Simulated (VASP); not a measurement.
# AlN (Pm-3m) in VASP: settings compared

Aim: see how the results for AlN move with the level of theory and the settings. Levels: PBEsol, r2SCAN+rVV10. Tasks: relaxation of cell and atoms.

All numbers are computed with VASP 6.6.1; they aren't measurements. Logs are shortened: lines on timing, memory, paths and dates and some standing lists are left out, and cuts for length are marked.

## Step 1: The cell of the first run

The structure is cubic, space group Pm-3m (No. 221). Conventional cell: a = 2.337 Å, b = 2.337 Å, c = 2.337 Å, α = 90.00°, β = 90.00°, γ = 90.00°. Al (site symmetry m-3m) has 8 N at 2.02 Å and 6 Al at 2.34 Å within 2.7 Å. N (site symmetry m-3m) has 8 Al at 2.02 Å and 6 N at 2.34 Å within 2.7 Å.

## Step 2: Relaxation of cell and atoms, PBEsol

INCAR reads:

```
PREC     = Accurate       # precision mode
ENCUT    = 600            # plane-wave cutoff, eV
EDIFF    = 1E-6           # SCF threshold, eV
ISMEAR   = -1             # smearing method
SIGMA    = 0.03           # smearing width, eV
LREAL    = F              # projectors in reciprocal space
LASPH    = T              # aspherical terms in the spheres
NELM     = 100            # most SCF steps
ALGO     = Normal         # electronic algorithm
ISIF     = 3              # what is computed and relaxed
LWAVE    = F              # write WAVECAR
LCHARG   = F              # write CHGCAR
GGA      = PS             # functional
IBRION   = 2              # ionic algorithm
NSW      = 100            # ionic steps
EDIFFG   = -0.01          # ionic threshold
```

KPOINTS reads:

```
regular mesh
0
Gamma
  8 8 8
```

POSCAR reads:

```
AlN
1.0
    2.3373090341      0.0000000000      0.0000000000
    0.0000000000      2.3373090341      0.0000000000
    0.0000000000      0.0000000000      2.3373090341
Al N
1 1
Direct
    0.0000000000      0.0000000000      0.0000000000
    0.5000000000      0.5000000000      0.5000000000
```

Potentials or basis: VASP PAW PBE potentials, release 64 (Al, N).

Launch:

```console
cat potpaw_PBE.64/Al/POTCAR potpaw_PBE.64/N/POTCAR > POTCAR
mpirun -np 1 vasp_std > vasp.out
```

OUTCAR:

```text
PREC = Accurate
   ENCUT = 600
   EDIFF = 1E-6
   ISMEAR = -1
   LREAL = F
   LASPH = T
   NELM = 100
   ISIF = 3
   GGA = PS
   IBRION = 2
   NSW = 100
   EDIFFG = -0.01

 ion  position               nearest neighbor table
   1  0.000  0.000  0.000-   2 2.02   2 2.02   2 2.02   2 2.02   2 2.02   2 2.02   2 2.02   2 2.02

   2  0.500  0.500  0.500-   1 2.02   1 2.02   1 2.02   1 2.02   1 2.02   1 2.02   1 2.02   1 2.02

  LATTYP: Found a simple cubic cell.
 ALAT       =     2.3373090341

  Lattice vectors:

 A1 = (   2.3373090341,   0.0000000000,   0.0000000000)
 A2 = (   0.0000000000,   2.3373090341,   0.0000000000)
 A3 = (   0.0000000000,   0.0000000000,   2.3373090341)

Analysis of symmetry for initial positions (statically):
=====================================================================
 Subroutine PRICEL returns:
 Original cell was already a primitive cell.

 Routine SETGRP: Setting up the symmetry group for a
 simple cubic supercell.

 Subroutine GETGRP returns: Found 48 space group operations
 (whereof 48 operations were pure point group operations)
 out of a pool of 48 trial point group operations.

The static configuration has the point symmetry O_h .

Analysis of symmetry for dynamics (positions and initial velocities):
=====================================================================
 Subroutine PRICEL returns:
 Original cell was already a primitive cell.

 Routine SETGRP: Setting up the symmetry group for a
 simple cubic supercell.

 Subroutine GETGRP returns: Found 48 space group operations
 (whereof 48 operations were pure point group operations)
 out of a pool of 48 trial point group operations.

The dynamic configuration has the point symmetry O_h .

 Subroutine INISYM returns: Found 48 space group operations
 (whereof 48 operations are pure point group operations),
 and found     1 'primitive' translations

----------------------------------------------------------------------------------------

                                     Primitive cell

  volume of cell :      12.7688

  direct lattice vectors                    reciprocal lattice vectors
     2.337309034  0.000000000  0.000000000     0.427842440  0.000000000  0.000000000
     0.000000000  2.337309034  0.000000000     0.000000000  0.427842440  0.000000000
     0.000000000  0.000000000  2.337309034     0.000000000  0.000000000  0.427842440

  length of vectors
     2.337309034  2.337309034  2.337309034     0.427842440  0.427842440  0.427842440

  position of ions in fractional coordinates (direct lattice)
     0.000000000  0.000000000  0.000000000
     0.500000000  0.500000000  0.500000000

  ion indices of the primitive-cell ions
   primitive index   ion index
                 1           1
                 2           2

----------------------------------------------------------------------------------------

 KPOINTS: regular mesh

Automatic generation of k-mesh.
 Grid dimensions read from file:
 generate k-points for:    8    8    8

 Generating k-lattice:

  Cartesian coordinates                     Fractional coordinates (reciprocal lattice)
     0.053480305  0.000000000  0.000000000     0.125000000  0.000000000  0.000000000
     0.000000000  0.053480305  0.000000000     0.000000000  0.125000000  0.000000000
     0.000000000  0.000000000  0.053480305     0.000000000  0.000000000  0.125000000

  Length of vectors
     0.053480305  0.053480305  0.053480305

  Shift w.r.t. Gamma in fractional coordinates (k-lattice)
     0.000000000  0.000000000  0.000000000

 Subroutine IBZKPT returns following result:
 ===========================================

 Found     35 irreducible k-points:

 Following reciprocal coordinates:
            Coordinates               Weight
  0.000000  0.000000  0.000000      1.000000
  0.125000  0.000000  0.000000      6.000000
  0.250000  0.000000  0.000000      6.000000
  0.375000  0.000000  0.000000      6.000000
  0.500000  0.000000  0.000000      3.000000
  0.125000  0.125000  0.000000     12.000000
[... 16 lines left out ...]
  0.375000  0.375000  0.125000     24.000000
  0.500000  0.375000  0.125000     24.000000
 [... further k-points ...]
   k-points           NKPTS =     35   k-points in BZ     NKDIM =     35   number of bands    NBANDS=      8
   number of dos      NEDOS =    301   number of ions     NIONS =      2
   total plane-waves  NPLWV =   8000
   dimension x,y,z NGX =    20 NGY =   20 NGZ =   20
   dimension x,y,z NGXF=    40 NGYF=   40 NGZF=   40
   ions per type =               1   1
   NGX,Y,Z   is equivalent  to a cutoff of  14.23, 14.23, 14.23 a.u.
   NGXF,Y,Z  is equivalent  to a cutoff of  28.45, 28.45, 28.45 a.u.
 SYSTEM =  unknown system
   PREC   = accura    normal or accurate (medium, high low for compatibility)
   ISTART =      0    job   : 0-new  1-cont  2-samecut
   ICHARG =      2    charge: 1-file 2-atom 10-const
   ISPIN  =      1    spin polarized calculation?
   LNONCOLLINEAR =      F non collinear calculations
   LSORBIT =      F    spin-orbit coupling
   LASPH  =      T    aspherical Exc in radial PAW
   ENCUT  =  600.0 eV  44.10 Ry    6.64 a.u.   4.67  4.67  4.67*2*pi/ulx,y,z
   NELM   =    100;   NELMIN=  2; NELMDL= -5     # of ELM steps
   EDIFF  = 0.1E-05   stopping-criterion for ELM
   LREAL  =      F    real-space projection
   EDIFFG = -.1E-01   stopping-criterion for IOM
   NSW    =    100    number of steps for IOM
   IBRION =      2    ionic relax: 0-MD 1-quasi-New 2-CG
   NFREE  =      1    steps in history (QN), initial steepest desc. (CG)
   ISIF   =      3    stress and relaxation
   ISYM   =      2    0-nonsym 1-usesym 2-fastsym
   POTIM  = 0.5000    time-step for ionic-motion
   TEBEG  =    0.0;   TEEND  =   0.0 temperature during run
   PSTRESS=    0.0 pullay stress
   NELECT =       8.0000    total number of electrons
   NUPDOWN=      -1.0000    fix difference up-down
   EMIN   =  10.00;   EMAX   =-10.00  energy-range for DOS
   EFERMI =   0.00;   METHOD = LEGACY
   ISMEAR =    -1;   SIGMA  =   0.03  broadening in eV -4-tet -1-fermi 0-gaus
   EFERMI_NEDOS =   21; number of points for ismear=-14 and -15
   IALGO  =     38    algorithm
   IMIX   =      4    mixing-type and parameters
     AMIX     =   0.40;   BMIX     =  1.00
     AMIX_MAG =   1.60;   BMIX_MAG =  1.00
  volume/ion in A,a.u.               =       6.38        43.08
  Fermi-wavevector in a.u.,A,eV,Ry     =   1.400840  2.647205 26.699448  1.962354
  Thomas-Fermi vector in A             =   2.523761
   LORBIT       =      0    0 simple, 1 ext, 2 COOP (PROOUT), +10 PAW based schemes
   GGA     = PS    functional components
   LHFCALC =     F    Hartree Fock is set to
   AEXX    =    0.0000 exact exchange contribution
   IVDW    =     0    specifies the selected vdW correction
   LEPSILON=     F    determine dielectric tensor
   LRPA    =     F    only Hartree local field effects (RPA)
 conjugate gradient relaxation of ions
 non-spin polarized calculation
  energy-cutoff  :      600.00
  volume of cell :       12.77
 maximum number of plane-waves:       441
 NGX is ok and might be reduce to    20
   NGX =  9   NGY =  9   NGZ =  9

--------------------------------------- Ionic step        1  -------------------------------------------

 number of electron       8.0000002 magnetization

 Free energy of the ion-electron system (eV)
  ---------------------------------------------------
  ext. energy  EPLUGINS =         0.00000000
  ---------------------------------------------------
  free energy    TOTEN  =       -10.98063452 eV

  energy without entropy =      -10.97975057  energy(sigma->0) =      -10.98019254

------------------------ aborting loop because EDIFF is reached ----------------------------------------

  FORCE on cell =-STRESS in cart. coord.  units (eV):
  Direction    XX          YY          ZZ          XY          YZ          ZX
  --------------------------------------------------------------------------------------
  -------------------------------------------------------------------------------------
  Total        9.5557168      9.5557168      9.5557168      0.0000000      0.0000000     -0.0000000
  in kB     1199.0172726   1199.0172726   1199.0172726      0.0000000      0.0000000     -0.0000000
  external PRESSURE =    1199.0172726 kB  Pullay stress =       0.0000000 kB
[... 21 lines left out ...]
  energy  without entropy=      -10.9797505725  energy(sigma->0) =      -10.98019254

--------------------------------------- Ionic step        2  -------------------------------------------

 number of electron       7.9999997 magnetization

 E-fermi :   6.8461     XC(G=0): -10.9788

 val. band max:        6.7487237566   @ k =   0.5000   0.1250   0.0000
 cond. band min:       6.8504077074   @ k =   0.3750   0.2500   0.0000
 fundamental gap:      0.1016839508
 Fermi energy:         6.8460705263

 k-point     1 :       0.0000    0.0000    0.0000
  band No.  band energies     occupation
      1      -8.6459      2.00000
      2       5.3188      2.00000
      3       5.8331      2.00000
      4       5.8331      2.00000
      5       5.8331      2.00000
      6      13.4229      0.00000
      7      13.4229      0.00000
      8      18.8056      0.00000
[... 318 lines left out ...]
  FREE ENERGIE OF THE ION-ELECTRON SYSTEM (eV)
  ---------------------------------------------------
  free  energy   TOTEN  =       -12.3227054023 eV

  energy  without entropy=      -12.3200777877  energy(sigma->0) =      -12.32139160

[... ionic steps 4 to 17 ...]

--------------------------------------- Ionic step       18  -------------------------------------------

 number of electron       7.9999999 magnetization

------------------------ aborting loop because EDIFF is reached ----------------------------------------

  FORCE on cell =-STRESS in cart. coord.  units (eV):
  Direction    XX          YY          ZZ          XY          YZ          ZX
  --------------------------------------------------------------------------------------
  -------------------------------------------------------------------------------------
  Total        0.0302575      0.0302575      0.0302575     -0.0000000      0.0000000     -0.0000000
  in kB        2.7863609      2.7863609      2.7863609     -0.0000000      0.0000000     -0.0000000
  external PRESSURE =       2.7863609 kB  Pullay stress =       0.0000000 kB
[... 57 lines left out ...]
  energy  without entropy=      -12.3219117975  energy(sigma->0) =      -12.32315708

--------------------------------------- Ionic step       20  -------------------------------------------

 number of electron       7.9999999 magnetization

 Free energy of the ion-electron system (eV)
  ---------------------------------------------------
  ext. energy  EPLUGINS =         0.00000000
  ---------------------------------------------------
  free energy    TOTEN  =       -12.32441413 eV

  energy without entropy =      -12.32191632  energy(sigma->0) =      -12.32316522

 E-fermi :  10.9365     XC(G=0): -12.3323

 val. band max:       10.9287258211   @ k =   0.5000   0.2500   0.0000
 cond. band min:      10.9746342788   @ k =   0.5000   0.3750   0.1250
 fundamental gap:      0.0459084577
 Fermi energy:        10.9365343834

 k-point     1 :       0.0000    0.0000    0.0000
  band No.  band energies     occupation
      1      -7.5041      2.00000
      2       9.3776      2.00000
      3       9.3776      2.00000
      4       9.3776      2.00000
      5      12.0128      0.00000
      6      17.1462      0.00000
      7      17.1462      0.00000
      8      26.8403      0.00000
[... 282 lines left out ...]
  FREE ENERGIE OF THE ION-ELECTRON SYSTEM (eV)
  ---------------------------------------------------
  free  energy   TOTEN  =       -12.3244141310 eV

  energy  without entropy=      -12.3219163159  energy(sigma->0) =      -12.32316522

 reached required accuracy - stopping structural energy minimisation
```

It took 38 s on 1 thread of Intel Xeon 8259CL, shared host; peak memory 0.12 GiB.

What came out:

```
Free energy                            : -12.3244 eV
Relaxed volume                         : 8.71 Å³/atom
Relaxed cell                           : a = 2.592 Å, b = 2.592 Å, c = 2.592 Å, α = 90.00°, β = 90.00°, γ = 90.00°
Space group after relaxing (to 0.05 Å) : Pm-3m (No. 221)
Energy gained by relaxing              : 671.9 meV/atom
Ionic steps                            : 20
Pressure after relaxing                : 0.1 GPa
Band gap on the k mesh                 : zero (band 4 reaches 11.14 eV, above the bottom of band 5 at 10.52 eV)
```

The path:
| step | energy change (eV) | largest force (eV/Å) | pressure (GPa) | volume (Å³) |
| --- | --- | --- | --- | --- |
| 1 | 0.0000 | 0.0000 | 119.90 | 12.77 |
| 2 | -0.4463 | 0.0000 | -35.68 | 23.79 |
| 3 | -1.3421 | 0.0000 | -2.40 | 17.64 |
| 4 | -1.3436 | 0.0000 | -0.85 | 17.50 |
| 5 | -1.3437 | 0.0000 | 0.40 | 17.39 |
| 6 | -1.3437 | 0.0000 | 0.38 | 17.39 |
| 7 | -1.3437 | 0.0000 | 0.37 | 17.39 |
| 8 | -1.3437 | 0.0000 | 0.37 | 17.39 |
| 9 | -1.3437 | 0.0000 | 0.37 | 17.39 |
| 10 | -1.3437 | 0.0000 | 0.37 | 17.39 |
| 11 | -1.3437 | 0.0000 | 0.37 | 17.39 |
| 12 | -1.3437 | 0.0000 | 0.37 | 17.39 |
| 13 | -1.3437 | 0.0000 | 0.37 | 17.39 |
| 14 | -1.3437 | 0.0000 | 0.37 | 17.39 |
| 15 | -1.3437 | 0.0000 | 0.36 | 17.39 |
| 16 | -1.3437 | 0.0000 | 0.35 | 17.39 |
| 17 | -1.3438 | 0.0000 | 0.33 | 17.40 |
| 18 | -1.3438 | 0.0000 | 0.28 | 17.40 |
| 19 | -1.3438 | 0.0000 | 0.24 | 17.40 |
| 20 | -1.3438 | 0.0000 | 0.11 | 17.42 |

Final structure:
```xyz
2
Lattice="2.5921 0.0000 0.0000 0.0000 2.5921 0.0000 0.0000 0.0000 2.5921" Properties=species:S:1:pos:R:3 pbc="T T T"
Al    2.5921    0.0000    0.0000
N     1.2960    1.2960    1.2960
```

Caveat: the volume moved by over 15 % at a fixed basis, so the end points are rough; the PAW data sets were made with another functional, which shifts forces and pressure a little.

## Step 3: Relaxation of cell and atoms, r2SCAN+rVV10

This run uses another cell than the first one, of 8.72 Å³/atom, 1.365 times its volume.

POSCAR reads:

```
AlN
1.0
    2.5930250327      0.0000000000      0.0000000000
    0.0000000000      2.5930250327      0.0000000000
    0.0000000000      0.0000000000      2.5930250327
Al N
1 1
Direct
    0.0000000000      0.0000000000      0.0000000000
    0.5000000000      0.5000000000      0.5000000000
```

INCAR.step1 reads:

```
SYSTEM = AlN
PREC = Accurate
ENCUT = 600
ISMEAR = -1
SIGMA = 0.03
LREAL = .False.
LASPH = .True.
NELM = 60
GGA = PE
ALGO = Normal
EDIFF = 1E-4
LWAVE = .True.
LCHARG = .False.
```

INCAR.step2 reads:

```
SYSTEM = AlN
PREC = Accurate
ENCUT = 600
EDIFF = 1E-6
ISMEAR = -1
SIGMA = 0.03
LREAL = .False.
LASPH = .True.
NELM = 60
ALGO = Normal
ISIF = 3
LWAVE = .False.
LCHARG = .False.
METAGGA = R2SCAN
LMIXTAU = .True.
LUSE_VDW = .True.
IVDW_NL = 2
BPARAM = 11.95
CPARAM = 0.0093
IBRION = 2
NSW = 100
EDIFFG = -0.01
ISTART = 1
```

KPOINTS reads:

```
regular mesh
0
Gamma
  8 8 8
  0 0 0
```

Potentials or basis: VASP PAW PBE potentials, release 64 (Al, N).

Launch:

```console
cat potpaw_PBE.64/Al/POTCAR potpaw_PBE.64/N/POTCAR > POTCAR
cp INCAR.step1 INCAR
mpirun -np 1 vasp_std > vasp.out
cp INCAR.step2 INCAR
mpirun -np 1 vasp_std > vasp.out
```

Wall time 2.6 min (1 thread of Intel Xeon 8259CL, shared host); peak memory 0.21 GiB.

Results (log left out):

```yaml
Free_energy: -15.2648 eV
Relaxed_volume: 8.59 Å³/atom
Relaxed_cell: a = 2.580 Å, b = 2.580 Å, c = 2.580 Å, α = 90.00°, β = 90.00°, γ = 90.00°
Space_group_after_relaxing_to_0.05_Å: Pm-3m (No. 221)
Energy_gained_by_relaxing: 1.3 meV/atom
Ionic_steps: 3
Pressure_after_relaxing: 0.0 GPa
Band_gap_on_the_k_mesh: zero (band 4 reaches 11.40 eV, above the bottom of band 5 at 10.74 eV)
```

The path:
```
step  energy change (eV)  largest force (eV/Å)  pressure (GPa)  volume (Å³)
   1              0.0000                0.0000           -3.19        17.43
   2             -0.0014                0.0000            2.29        17.00
   3             -0.0026                0.0000           -0.03        17.17
```

Final structure:
```cif
data_structure
_symmetry_space_group_name_H-M 'P 1'
_symmetry_Int_Tables_number 1
_cell_length_a 2.5800
_cell_length_b 2.5800
_cell_length_c 2.5800
_cell_angle_alpha 90.000
_cell_angle_beta 90.000
_cell_angle_gamma 90.000
_cell_volume 17.17
loop_
_atom_site_label
_atom_site_type_symbol
_atom_site_fract_x
_atom_site_fract_y
_atom_site_fract_z
_atom_site_occupancy
Al1 Al 0.00000 0.00000 0.00000 1
N1 N 0.50000 0.50000 0.50000 1
```

Levels at points of the mesh, in eV from the Fermi level:
```csv
k point,band 2,band 3,band 4,band 5,band 6,band 7
"(0.00, 0.00, 0.00)",-1.86,-1.86,-1.86,1.45,6.55,6.55
"(0.50, 0.00, 0.00)",-10.94,-0.74,-0.74,5.22,8.43,10.47
"(0.50, 0.50, 0.00)",-7.97,-7.97,-1.30,0.41,10.52,10.52
"(0.50, 0.50, 0.50)",-5.55,-5.55,-5.55,1.61,1.61,1.61
```

Caveat: the PAW data sets were made with another functional, which shifts forces and pressure a little.
